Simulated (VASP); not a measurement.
Runs of VASP 6.6.1 on Si2Mo. The structure is that of space group I4/mmm (No. 139), or close to it. The cells are those of the table. 

```csv
task,cell,gap on the mesh (eV),pressure (GPa),largest force (eV/Å)
electric field gradients,"a = 4.513 Å, angles 139.3, 139.3, 58.9°, 3 atoms",none,(b),0.26
electric field gradients,"a = 4.569 Å, angles 139.0, 139.0, 59.4°, 3 atoms",none,-4.6,0.35
single point,"a = 4.467 Å, angles 138.0, 138.0, 60.9°, 3 atoms",none,(a),0.30
electric field gradients,"a = 4.547, b = 4.547, c = 4.579 Å, angles 138.9, 138.9, 60.3°, 3 atoms",none,-2.1,0.32
electric field gradients,"a = 4.530, b = 4.530, c = 4.513 Å, angles 138.6, 138.6, 59.6°, 3 atoms",none,-2.3,0.32
```

Alike in all rows: level PBEsol; potentials or basis VASP PAW PBE potentials, release 64 (Si, Mo_sv); no spin polarisation; k mesh 12 × 12 × 16; cutoff (eV) 520; smearing fermi-dirac 0.03 eV.

Question: Estimate the missing entries.

Answer: (a) 2.6; (b) 6.6.

Caveats: the PAW data sets were made with another functional, which shifts forces and pressure a little; the stress differs along the axes, from 1 to 9 GPa (at least some runs); the stress differs along the axes, from -8 to -3 GPa (at least some runs); the stress differs along the axes, from 0 to 8 GPa (at least some runs).

A k mesh can miss the band edges, and the runs leave out spin-orbit coupling on Mo.

A gap of «none» marks levels without a gap at the run's occupations.
